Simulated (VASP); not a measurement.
# C10O in VASP: notebook

The runs below take C10O through single point, with PBE+D3(BJ).

Program: VASP 6.6.1. These are calculated values, not measurements. Logs are shortened: lines on timing, memory, paths and dates and some standing lists are left out, and cuts for length are marked.

## 1. The cell of the first run

The cell holds a slab with vacuum, 11 atoms: a = 2.466 Å, b = 2.465 Å, c = 32.598 Å, α = 90.00°, β = 90.00°, γ = 120.01°.

## 2. Single point, PBE+D3(BJ)

INCAR

```
PREC = Accurate
ENCUT = 520
EDIFF = 1E-6
ISMEAR = 0
SIGMA = 0.1
LREAL = False
LASPH = True
NELM = 80
ALGO = Normal
ISIF = 2
LWAVE = False
LCHARG = True
LDIPOL = True
IDIPOL = 3
DIPOL = 0.5 0.5 0.492
GGA = PE
IVDW = 12
LELF = True
LVHAR = True
LVACPOTAV = True
NBANDS = 34
```

KPOINTS

```
Automatic mesh
0
Gamma
  12 12 1
```

POSCAR

```
C10O
1.0
    2.4655379958      0.0000000000      0.0000000000
   -1.2327689979      2.1341461202      0.0000000000
    0.0000000000      0.0000000000     32.5979677131
C O
10 1
Direct
    0.0833101794      0.1666203587      0.2607524516
    0.4166898207      0.8333796413      0.2607524516
    0.5833101794      0.1666203587      0.3650391123
    0.9166898206      0.8333796413      0.3650391123
    0.0833101794      0.1666203587      0.4693232410
    0.4166898207      0.8333796413      0.4693232410
    0.5833101794      0.1666203587      0.5736099016
    0.9166898206      0.8333796413      0.5736099016
    0.0833101794      0.1666203587      0.6778940303
    0.4166898207      0.8333796413      0.6778940303
    0.5833101794      0.4166203587      0.7222153493
```

Potentials or basis: VASP PAW PBE potentials, release 64 (C, O).

Started as:

```
$ cat potpaw_PBE.64/C/POTCAR potpaw_PBE.64/O/POTCAR > POTCAR
$ mpirun -np 1 vasp_std > vasp.out
```

OUTCAR:

```text
PREC = Accurate
   ENCUT = 520
   EDIFF = 1E-6
   ISMEAR = 0
   LREAL = False
   LASPH = True
   NELM = 80
   ISIF = 2
   GGA = PE
   IVDW = 12
 IVDW          = 12

 ion  position               nearest neighbor table
   1  0.083  0.167  0.261-   2 1.42   2 1.42   2 1.42
   2  0.417  0.833  0.261-   1 1.42   1 1.42   1 1.42
   3  0.583  0.167  0.365-   4 1.42   4 1.42   4 1.42
   4  0.917  0.833  0.365-   3 1.42   3 1.42   3 1.42
   5  0.083  0.167  0.469-   6 1.42   6 1.42   6 1.42
   6  0.417  0.833  0.469-   5 1.42   5 1.42   5 1.42
   7  0.583  0.167  0.574-   8 1.42   8 1.42   8 1.42
   8  0.917  0.833  0.574-   7 1.42   7 1.42   7 1.42
   9  0.083  0.167  0.678-  10 1.42  10 1.42  10 1.42  11 1.80
  10  0.417  0.833  0.678-   9 1.42   9 1.42   9 1.42  11 1.93  11 1.93
  11  0.583  0.417  0.722-   9 1.80  10 1.93  10 1.93

  Warning from LATTYP: Monoclinic adjustment (A1->A3, A2->A1, A3->A2)!
  LATTYP: Found a base centered orthorhombic cell.
 ALAT       =     2.4655379958
 B/A-ratio  =     1.7311808813
 C/A-ratio  =    13.2214420417

  Lattice vectors:

 A1 = (   1.2327689979,  -2.1341461202,   0.0000000000)
 A2 = (   1.2327689979,   2.1341461202,   0.0000000000)
 A3 = (   0.0000000000,   0.0000000000,  32.5979677131)

Analysis of symmetry for initial positions (statically):
=====================================================================
 Subroutine PRICEL returns:
 Original cell was already a primitive cell.

 Routine SETGRP: Setting up the symmetry group for a
 base centered orthorhombic supercell.

 Subroutine GETGRP returns: Found  1 space group operations
 (whereof  1 operations were pure point group operations)
 out of a pool of  8 trial point group operations.

The static configuration has the point symmetry C_1 .

Analysis of symmetry for dynamics (positions and initial velocities):
=====================================================================
 Subroutine PRICEL returns:
 Original cell was already a primitive cell.

 Routine SETGRP: Setting up the symmetry group for a
 base centered orthorhombic supercell.

 Subroutine GETGRP returns: Found  1 space group operations
 (whereof  1 operations were pure point group operations)
 out of a pool of  8 trial point group operations.

The dynamic configuration has the point symmetry C_1 .

 Subroutine INISYM returns: Found  1 space group operations
 (whereof  1 operations are pure point group operations),
 and found     1 'primitive' translations

----------------------------------------------------------------------------------------

                                     Primitive cell

  volume of cell :     171.5246

  direct lattice vectors                    reciprocal lattice vectors
     2.465537996  0.000000000  0.000000000     0.405590991  0.234285739  0.000000000
    -1.232768998  2.134146120  0.000000000     0.000000000  0.468571477  0.000000000
     0.000000000  0.000000000 32.597967713     0.000000000  0.000000000  0.030676759

  length of vectors
     2.465537996  2.464609313 32.597967713     0.468394982  0.468571477  0.030676759

  position of ions in fractional coordinates (direct lattice)
     0.083310179  0.166620359  0.260752452
     0.416689821  0.833379641  0.260752452
     0.583310179  0.166620359  0.365039112
     0.916689821  0.833379641  0.365039112
     0.083310179  0.166620359  0.469323241
     0.416689821  0.833379641  0.469323241
     0.583310179  0.166620359  0.573609902
     0.916689821  0.833379641  0.573609902
     0.083310179  0.166620359  0.677894030
     0.416689821  0.833379641  0.677894030
     0.583310179  0.416620359  0.722215349

  ion indices of the primitive-cell ions
   primitive index   ion index
                 1           1
                 2           2
                 3           3
                 4           4
                 5           5
                 6           6
                 7           7
                 8           8
                 9           9
                10          10
                11          11

----------------------------------------------------------------------------------------

 KPOINTS: Automatic mesh

Automatic generation of k-mesh.
 Grid dimensions read from file:
 generate k-points for:   12   12    1

 Generating k-lattice:

  Cartesian coordinates                     Fractional coordinates (reciprocal lattice)
     0.033799249  0.019523812  0.000000000     0.083333333  0.000000000  0.000000000
     0.000000000  0.039047623  0.000000000     0.000000000  0.083333333  0.000000000
     0.000000000  0.000000000  0.030676759     0.000000000  0.000000000  1.000000000

  Length of vectors
     0.039032915  0.039047623  0.030676759

  Shift w.r.t. Gamma in fractional coordinates (k-lattice)
     0.000000000  0.000000000  0.000000000

 Subroutine IBZKPT returns following result:
 ===========================================

 Found     74 irreducible k-points:

 Following reciprocal coordinates:
            Coordinates               Weight
  0.000000  0.000000  0.000000      1.000000
  0.083333  0.000000  0.000000      2.000000
  0.083333 -0.083333  0.000000      2.000000
  0.166667 -0.000000  0.000000      2.000000
  0.166667 -0.166667  0.000000      2.000000
  0.250000  0.000000  0.000000      2.000000
[... 16 lines left out ...]
  0.416667  0.083333  0.000000      2.000000
  0.416667  0.500000  0.000000      2.000000
 [... further k-points ...]
   k-points           NKPTS =     74   k-points in BZ     NKDIM =     74   number of bands    NBANDS=     34
   number of dos      NEDOS =    301   number of ions     NIONS =     11
   total plane-waves  NPLWV =  81000
   dimension x,y,z NGX =    18 NGY =   18 NGZ =  250
   dimension x,y,z NGXF=    36 NGYF=   36 NGZF=  500
   ions per type =              10   1
   NGX,Y,Z   is equivalent  to a cutoff of  12.14, 12.14, 12.75 a.u.
   NGXF,Y,Z  is equivalent  to a cutoff of  24.27, 24.28, 25.50 a.u.
 SYSTEM =  unknown system
   PREC   = accura    normal or accurate (medium, high low for compatibility)
   ISTART =      0    job   : 0-new  1-cont  2-samecut
   ICHARG =      2    charge: 1-file 2-atom 10-const
   ISPIN  =      1    spin polarized calculation?
   LNONCOLLINEAR =      F non collinear calculations
   LSORBIT =      F    spin-orbit coupling
   LASPH  =      T    aspherical Exc in radial PAW
   ENCUT  =  520.0 eV  38.22 Ry    6.18 a.u.   4.58  4.58 60.61*2*pi/ulx,y,z
   NELM   =     80;   NELMIN=  2; NELMDL= -5     # of ELM steps
   EDIFF  = 0.1E-05   stopping-criterion for ELM
   LREAL  =      F    real-space projection
   EDIFFG = 0.1E-04   stopping-criterion for IOM
   NSW    =      0    number of steps for IOM
   IBRION =     -1    ionic relax: 0-MD 1-quasi-New 2-CG
   NFREE  =      0    steps in history (QN), initial steepest desc. (CG)
   ISIF   =      2    stress and relaxation
   ISYM   =      2    0-nonsym 1-usesym 2-fastsym
   POTIM  = 0.5000    time-step for ionic-motion
   TEBEG  =    0.0;   TEEND  =   0.0 temperature during run
   PSTRESS=    0.0 pullay stress
   NELECT =      46.0000    total number of electrons
   NUPDOWN=      -1.0000    fix difference up-down
   EMIN   =  10.00;   EMAX   =-10.00  energy-range for DOS
   EFERMI =   0.00;   METHOD = LEGACY
   ISMEAR =     0;   SIGMA  =   0.10  broadening in eV -4-tet -1-fermi 0-gaus
   EFERMI_NEDOS =   21; number of points for ismear=-14 and -15
   IALGO  =     38    algorithm
   IMIX   =      4    mixing-type and parameters
     AMIX     =   0.40;   BMIX     =  1.00
     AMIX_MAG =   1.60;   BMIX_MAG =  1.00
  volume/ion in A,a.u.               =      15.59       105.23
  Fermi-wavevector in a.u.,A,eV,Ry     =   1.055728  1.995036 15.164527  1.114561
  Thomas-Fermi vector in A             =   2.190937
   LORBIT       =      0    0 simple, 1 ext, 2 COOP (PROOUT), +10 PAW based schemes
   GGA     = PE    functional components
   LHFCALC =     F    Hartree Fock is set to
   AEXX    =    0.0000 exact exchange contribution
   IVDW    =    12    specifies the selected vdW correction
   LEPSILON=     F    determine dielectric tensor
   LRPA    =     F    only Hartree local field effects (RPA)
 non-spin polarized calculation
 Gauss-broadening in eV      SIGMA  =   0.10
  energy-cutoff  :      520.00
  volume of cell :      171.52
 maximum number of plane-waves:      4686
   NGX =  9   NGY =  9   NGZ =121

 dipolmoment           0.000000      0.000000     -0.395820 electrons x Angstroem

 number of electron      45.9999995 magnetization

 dipolmoment           0.000000      0.000000      0.090961 electrons x Angstroem

 Free energy of the ion-electron system (eV)
  ---------------------------------------------------
  ext. energy  EPLUGINS =         0.00000000
  ---------------------------------------------------
  free energy    TOTEN  =       -93.35878061 eV

  energy without entropy =      -93.35343469  energy(sigma->0) =      -93.35610765

 E-fermi :   0.0479     XC(G=0):  -6.0659

 val. band max:        0.0166611756   @ k =   0.1667  -0.0000   0.0000
 cond. band min:       0.0532277822   @ k =   0.0000   0.0000   0.0000
 fundamental gap:      0.0365666066
 Fermi energy:         0.0478971613

 k-point     1 :       0.0000    0.0000    0.0000
  band No.  band energies     occupation
      1     -22.9620      2.00000
      2     -19.9062      2.00000
      3     -19.6045      2.00000
      4     -19.5143      2.00000
      5     -19.4036      2.00000
      6     -17.0217      2.00000
[... 26 lines left out ...]
     33       7.7510      0.00000
     34       7.9746      0.00000
[... 820 lines left out ...]
      4     -14.7265      2.00000
      5     -14.6611      2.00000
      6     -14.5864      2.00000
[... 26 lines left out ...]
     33       8.1459      0.00000
     34       8.1932      0.00000

 [... further k-points ...]

------------------------ aborting loop because EDIFF is reached ----------------------------------------

 Edisp (eV)   -1.47462

 E8    (eV) :    -0.4227

  FORCE on cell =-STRESS in cart. coord.  units (eV):
  Direction    XX          YY          ZZ          XY          YZ          ZX
  --------------------------------------------------------------------------------------
  -------------------------------------------------------------------------------------
  Total       6.34178     6.27232    -0.12860    -0.04097    -1.65683    -2.92121
  in kB      59.23728    58.58852    -1.20123    -0.38267   -15.47614   -27.28645
  external pressure =       38.87 kB  Pullay stress =        0.00 kB

 VOLUME and BASIS-vectors are now :
 -----------------------------------------------------------------------------
  energy-cutoff  :      520.00
  volume of cell :      171.52
      direct lattice vectors                 reciprocal lattice vectors
     2.465537996  0.000000000  0.000000000     0.405590991  0.234285739  0.000000000
    -1.232768998  2.134146120  0.000000000     0.000000000  0.468571477  0.000000000
     0.000000000  0.000000000 32.597967713     0.000000000  0.000000000  0.030676759

 POSITION                                       TOTAL-FORCE (eV/Angst)
 -----------------------------------------------------------------------------------
      0.00000      0.35559      8.50000        -0.000064      0.018134      0.000534
      0.00000      1.77855      8.50000         0.000070     -0.018131      0.000535
      1.23277      0.35559     11.89953        -0.000040      0.000426      0.001131
      1.23277      1.77855     11.89953         0.000048     -0.000423      0.001141
      0.00000      0.35559     15.29898        -0.000182      0.060318     -0.000037
      0.00000      1.77855     15.29898         0.000295     -0.060227     -0.000003
      1.23277      0.35559     18.69852         0.003230      0.033705      0.013588
      1.23277      1.77855     18.69852         0.002586     -0.036582      0.014291
      0.00000      0.35559     22.09797         1.399367      0.808131      0.113612
      0.00000      1.77855     22.09797         0.603414      0.348340     -0.195332
      0.92458      0.88913     23.54275        -2.008723     -1.153690      0.050541
 -----------------------------------------------------------------------------------
    total drift:                               -0.000024     -0.000008     -0.000695

  FREE ENERGIE OF THE ION-ELECTRON SYSTEM (eV)
  ---------------------------------------------------
  free  energy   TOTEN  =       -94.8334031178 eV

  energy  without entropy=      -94.8280572011  energy(sigma->0) =      -94.83073016

 vacuum level on the upper side and lower side of the slab         7.434         4.307
```

It took 8.7 min on 1 thread of Intel Xeon 6975P-C (Granite Rapids), shared host; peak memory 0.49 GiB.

What came out:

```yaml
Free_energy: -94.8334 eV
Largest_force: 2.317 eV/Å
Band_gap_on_the_k_mesh: zero (bands 23 and 24 overlap by 0.02 eV)
Dispersion_energy_per_atom: -0.134 eV
```

Forces on the atoms (eV/Å):
```
C    0.000  0.018  0.001
C    0.000 -0.018  0.001
C    0.000  0.000  0.001
C    0.000  0.000  0.001
C    0.000  0.060  0.000
C    0.000 -0.060  0.000
C    0.003  0.034  0.014
C    0.003 -0.037  0.014
C    1.399  0.808  0.114
C    0.603  0.348 -0.195
O   -2.009 -1.154  0.051
```

## 3. Single point, PBE+D3(BJ)

INCAR

```
SYSTEM = C10O
  PREC = Accurate
  ENCUT = 520
  EDIFF = 1E-6
  ISMEAR = 0
  SIGMA = 0.1
  LREAL = .FALSE.
  LASPH = .TRUE.
  NELM = 60
  ALGO = Normal
  ISIF = 2
  LWAVE = .FALSE.
  LCHARG = .FALSE.
  LDIPOL = .TRUE.
  IDIPOL = 3
  DIPOL = 0.5 0.5 0.493
  GGA = PE
  IVDW = 12
  NBANDS = 34
```

KPOINTS

```
regular mesh
0
G
  12 12 1
  0 0 0
```

Changes to POSCAR since step 2:

```diff
@@ -18,2 +18,2 @@
     0.4166898207      0.8333796413      0.6778940303
-    0.5833101794      0.4166203587      0.7222153493
+    0.0833101794      0.4166203587      0.7265587513
```

Potentials or basis: VASP PAW PBE potentials, release 64 (C, O).

Started as:

```
$ cat potpaw_PBE.64/C/POTCAR potpaw_PBE.64/O/POTCAR > POTCAR
$ mpirun -np 1 vasp_std > vasp.out
```

It took 15 min on 1 thread of Oxide Virtual Turin-like, shared host; peak memory 0.44 GiB.

Results (log left out):

```yaml
Free_energy: -95.8372 eV
Largest_force: 3.630 eV/Å
Band_gap_on_the_k_mesh: zero (bands 23 and 24 overlap by 0.30 eV)
Dispersion_energy_per_atom: -0.134 eV
```

Forces on the atoms (eV/Å):
```
C    0.000  0.011  0.000
C    0.000 -0.011  0.000
C    0.000  0.004  0.001
C    0.000 -0.004  0.001
C    0.000  0.059 -0.001
C    0.000 -0.059 -0.001
C   -0.002  0.028  0.020
C   -0.001 -0.029  0.020
C   -0.783  0.511  2.477
C   -0.508 -1.029  0.834
O    1.294  0.519 -3.352
```

Levels at points of the mesh, in eV from the Fermi level:
| k point | band 19 | band 20 | band 21 | band 22 | band 23 | band 24 | band 25 | band 26 | band 27 | band 28 |
| --- | --- | --- | --- | --- | --- | --- | --- | --- | --- | --- |
| (0.00, 0.00, 0.00) | -3.05 | -3.04 | -3.04 | -0.38 | -0.07 | 0.47 | 3.60 | 4.43 | 4.81 | 5.68 |
| (0.50, 0.00, 0.00) | -2.96 | -2.53 | -2.45 | -2.39 | -1.41 | 0.91 | 1.49 | 1.61 | 1.72 | 1.73 |
| (0.50, 0.50, 0.00) | -2.96 | -2.53 | -2.45 | -2.39 | -1.16 | 1.03 | 1.60 | 1.71 | 1.73 | 1.98 |
| (0.00, 0.50, 0.00) | -3.14 | -2.77 | -2.33 | -1.89 | -0.58 | -0.17 | 0.85 | 1.23 | 1.70 | 2.18 |

[end of part 1 of 2]
